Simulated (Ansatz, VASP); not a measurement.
# Two plane-wave programs on B4N3

Contents of INCAR:

```
SYSTEM = B4N3
PREC     = Accurate       ! precision mode
ENCUT    = 600            ! plane-wave cutoff, eV
EDIFF    = 1E-6           ! SCF threshold, eV
ISMEAR   = 0              ! smearing method
SIGMA    = 0.1            ! smearing width, eV
LREAL    = .FALSE.        ! projectors in reciprocal space
LASPH    = .TRUE.         ! aspherical terms in the spheres
NELM     = 120            ! most SCF steps
ALGO     = Normal         ! electronic algorithm
ISIF     = 2              ! what is computed and relaxed
LWAVE    = .FALSE.        ! write WAVECAR
LCHARG   = .TRUE.         ! write CHGCAR
GGA      = PE             ! functional
LELF     = .TRUE.         ! ELF
LVHAR    = .TRUE.       
NBANDS   = 22             ! bands
GGA_COMPAT= .FALSE.
```

KPOINTS

```
Automatic mesh
0
G
  6 6 6
  0 0 0
```

POSCAR

```
B4N3
1.0
    3.6087153062      0.0000000000      0.0000000000
    0.0000000000      3.6087153062      0.0000000000
    0.0000000000      0.0000000000      3.6087153062
B N
4 3
Direct
    0.7377866802      0.2622133198      0.7377866802
    0.2622133198      0.7377866802      0.7377866802
    0.7377866802      0.7377866802      0.2622133198
    0.2622133198      0.2622133198      0.2622133198
    0.5000000000      0.5000000000      0.0000000000
    0.5000000000      0.0000000000      0.5000000000
    0.0000000000      0.5000000000      0.5000000000
```

Input for Ansatz:

```yaml
crystal:
  lattice:
    - [3.6087153062, 0.0, 0.0]
    - [0.0, 3.6087153062, 0.0]
    - [0.0, 0.0, 3.6087153062]
  atoms:
    - { symbol: B, position: [0.7377866802, 0.2622133198, 0.7377866802] }
    - { symbol: B, position: [0.2622133198, 0.7377866802, 0.7377866802] }
    - { symbol: B, position: [0.7377866802, 0.7377866802, 0.2622133198] }
    - { symbol: B, position: [0.2622133198, 0.2622133198, 0.2622133198] }
    - { symbol: "N", position: [0.5, 0.5, 0.0] }
    - { symbol: "N", position: [0.5, 0.0, 0.5] }
    - { symbol: "N", position: [0.0, 0.5, 0.5] }
basis:
  ecutwfc: 420
kpoints:
  mp_grid: { grid: [6, 6, 6] }
hamiltonian:
  xc: pbe
scf:
  occupations: { method: gaussian, width: 0.1 }
  lower_state_search: "off"
output:
  forces: true
  stress: true
  eigenvalues: true
```

Alike in both runs: task single point; functional PBE; k mesh 6 × 6 × 6; occupations gaussian, width 0.1 eV; no spin polarisation.

|  | VASP | Ansatz |
| --- | --- | --- |
| version | VASP 6.6.1 | Ansatz 0.2.0 |
| potentials or method | VASP PAW PBE potentials, release 64 (B, N), cutoff 600 eV | scalar-relativistic, plane waves, PAW |
| valence electrons in the cell | 27 | 27 |

|  | VASP | Ansatz | Ansatz less VASP |
| --- | --- | --- | --- |
| gap on the k mesh at the Fermi level (eV) | none | none | - |
| pressure (GPa) | -0.3 | -0.3 | +0.01 |
| rms of the force components (eV/Å) | 0.030 | 0.027 | -0.0033 |

Atom by atom the forces differ by 0.003 eV/Å (rms over components). A gap of «none» marks a metal or a gap that the smearing closes.
